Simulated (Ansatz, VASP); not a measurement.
## One calculation of Cs, two programs

Contents of INCAR:

```
PREC     = Accurate       # precision mode
ENCUT    = 500            # plane-wave cutoff, eV
EDIFF    = 1E-6           # SCF threshold, eV
ISMEAR   = 0              # smearing method
SIGMA    = 0.05           # smearing width, eV
LREAL    = False          # projectors in reciprocal space
LASPH    = True           # aspherical terms in the spheres
NELM     = 120            # most SCF steps
ALGO     = Normal         # electronic algorithm
ISIF     = 2              # what is computed and relaxed
LWAVE    = False          # write WAVECAR
LCHARG   = True           # write CHGCAR
GGA      = PS             # functional
LELF     = True           # ELF
LVHAR    = True         
NBANDS   = 10             # bands
GGA_COMPAT= False
```

The input KPOINTS:

```
regular mesh
0
Gamma
  8 8 8
```

POSCAR

```
Cs
1.0
   -3.0250000000      3.0250000000      3.0250000000
    3.0250000000     -3.0250000000      3.0250000000
    3.0250000000      3.0250000000     -3.0250000000
Cs
1
Direct
    0.0000000000      0.0000000000      0.0000000000
```

Input for Ansatz:

```yaml
crystal:
  lattice:
    - [-3.025, 3.025, 3.025]
    - [3.025, -3.025, 3.025]
    - [3.025, 3.025, -3.025]
  atoms:
    - { symbol: Cs, position: [0.0, 0.0, 0.0] }
basis:
  ecutwfc: 420
  ecutrho_ratio: 4
kpoints:
  mp_grid: { grid: [8, 8, 8] }
hamiltonian:
  xc: pbesol
scf:
  occupations: { method: gaussian, width: 0.05 }
output:
  forces: true
  stress: true
  eigenvalues: true
```

Alike in both runs: task single point; functional PBEsol; k mesh 8 × 8 × 8; occupations gaussian, width 0.05 eV; no spin polarisation.

|  | VASP | Ansatz |
| --- | --- | --- |
| version | VASP 6.6.1 | Ansatz 0.2.0 |
| potentials or method | VASP PAW PBE potentials, release 64 (Cs_sv), cutoff 500 eV | scalar-relativistic, plane waves, PAW |
| valence electrons in the cell | 9 | 9 |

```csv
,VASP,Ansatz,Ansatz less VASP
gap on the k mesh at the Fermi level (eV),none,none,-
pressure (GPa),0.0,0.0,+0.01
```

VASP's potentials were made for PBE, not for PBEsol. A gap of «none» marks a metal or a gap that the smearing closes. The functional is the same, so the differences come from potentials, cutoffs and numerics.

Spin-orbit coupling is off throughout.
